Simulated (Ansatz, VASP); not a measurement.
# CeO2: VASP beside Ansatz

```
Ce O
1.0
     0.00000    2.71871    2.71871
     2.71871    0.00000    2.71871
     2.71871    2.71871    0.00000
Ce O
1 2
Direct
  0.00000 0.00000 0.00000
  0.25000 0.25000 0.25000
  0.75000 0.75000 0.75000
```

Alike in both runs: functional r2SCAN; k mesh 10 × 10 × 10; occupations gaussian, width 0.02 eV; no spin polarisation.

Ansatz relaxed the structure, and its values are those at the end. VASP's run is a single point on that final structure, the one shown.

```csv
,VASP,Ansatz
version,VASP 6.6.1,Ansatz 0.2.0
potentials or method,"VASP PAW PBE potentials, release 64 (Ce, O), cutoff 520 eV","scalar-relativistic, plane waves, PAW"
valence electrons in the cell,24,24
```

Ansatz gave:

- gap on the k mesh at the Fermi level (eV): 2.23
- least direct gap on the mesh (eV): 2.31
- pressure (GPa): 0.0

**Question.** Which values does VASP return?

**Answer.** gap on the k mesh at the Fermi level (eV): 2.19; least direct gap on the mesh (eV): 2.27; pressure (GPa): -0.2.

VASP's potentials were made for PBE, not for r2SCAN.

Spin-orbit coupling is off throughout.
